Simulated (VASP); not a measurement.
A run of VASP 6.6.1:

INCAR

```
SYSTEM = ScGa2N3
PREC = Accurate
ENCUT = 520
EDIFF = 1E-6
ISMEAR = 0
SIGMA = 0.02
LREAL = .FALSE.
LASPH = .TRUE.
NELM = 80
ALGO = Normal
ISIF = 2
LWAVE = .FALSE.
LCHARG = .FALSE.
GGA = PE
NBANDS = 64
```

The input KPOINTS:

```
Automatic mesh
0
G
  6 6 4
  0 0 0
```

POSCAR

```
ScGa2N3
1.0
    4.8718129663     -2.8202549824      0.0000000000
    4.8718129663      2.8202549824      0.0000000000
    0.0000000000      0.0000000000      5.0160894832
Sc Ga N
2 4 6
Direct
    0.1763098109      0.8236901891      0.5124244515
    0.8236901891      0.1763098109      0.0124244515
    0.5023762137      0.8368416892      0.9997325538
    0.4976237863      0.1631583108      0.4997325538
    0.1631583108      0.4976237863      0.9997325538
    0.8368416892      0.5023762137      0.4997325538
    0.5236398138      0.8298113996      0.6184024998
    0.1701886004      0.4763601862      0.6184024998
    0.8203384396      0.1796615604      0.5963054412
    0.4763601862      0.1701886004      0.1184024998
    0.8298113996      0.5236398138      0.1184024998
    0.1796615604      0.8203384396      0.0963054412
```

Potentials or basis: VASP PAW PBE potentials, release 64 (Sc_sv, Ga_d, N).

Command:

```console
$ cat potpaw_PBE.64/Sc_sv/POTCAR potpaw_PBE.64/Ga_d/POTCAR potpaw_PBE.64/N/POTCAR > POTCAR
$ mpirun -np 1 vasp_std > vasp.out
```

Hardware: 1 thread of AMD EPYC 9R45 96-Core Processor (Zen 5), with other jobs on the host.

Q: Estimate the wall time of this run.

A: Wall time 5.6 min on 1 thread of AMD EPYC 9R45 96-Core Processor (Zen 5) (shared host), peak memory 0.4 GiB. Counts: scf iterations 17, k points 39.
